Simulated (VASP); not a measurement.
A run of VASP 6.6.1:

The input INCAR:

```
SYSTEM = SiC
PREC     = Accurate       ! precision mode
ENCUT    = 520            ! plane-wave cutoff, eV
EDIFF    = 1E-7           ! SCF threshold, eV
ISMEAR   = 0              ! smearing method
SIGMA    = 0.05           ! smearing width, eV
LREAL    = .False.        ! projectors in reciprocal space
LASPH    = .True.         ! aspherical terms in the spheres
NELM     = 100            ! most SCF steps
ALGO     = Normal         ! electronic algorithm
ISIF     = 2              ! what is computed and relaxed
LWAVE    = .False.        ! write WAVECAR
LCHARG   = .True.         ! write CHGCAR
GGA      = PE             ! functional
LELF     = .True.         ! ELF
LVHAR    = .True.       
NBANDS   = 16             ! bands
```

Contents of KPOINTS:

```
regular mesh
0
Gamma
  12 12 6
  0 0 0
```

POSCAR

```
SiC
1.0
    3.0759982064      0.0076899955      0.0000000000
   -1.5313393717      2.6600475910      0.0000000000
    0.0000000000      0.0000000000      5.0480000000
Si C
2 2
Direct
    0.3333333333      0.6666666667      0.0000000000
    0.6666666667      0.3333333333      0.5000000000
    0.3333333333      0.6666666667      0.3850000000
    0.6666666667      0.3333333333      0.8850000000
```

Potentials or basis: VASP PAW PBE potentials, release 64 (Si, C).

Launch:

```sh
$ cat potpaw_PBE.64/Si/POTCAR potpaw_PBE.64/C/POTCAR > POTCAR
$ mpirun -np 1 vasp_std > vasp.out
```

Hardware: 1 thread of Intel(R) Xeon(R) Platinum 8259CL CPU @ 2.50GHz (Skylake/Cascade Lake) (shared host).

How long does it take, and how much memory?

Run time: 2.3 min on 1 thread of Intel(R) Xeon(R) Platinum 8259CL CPU @ 2.50GHz (Skylake/Cascade Lake), with other jobs on the host, peak memory 0.28 GiB. Counts: scf iterations 14, k points 296.
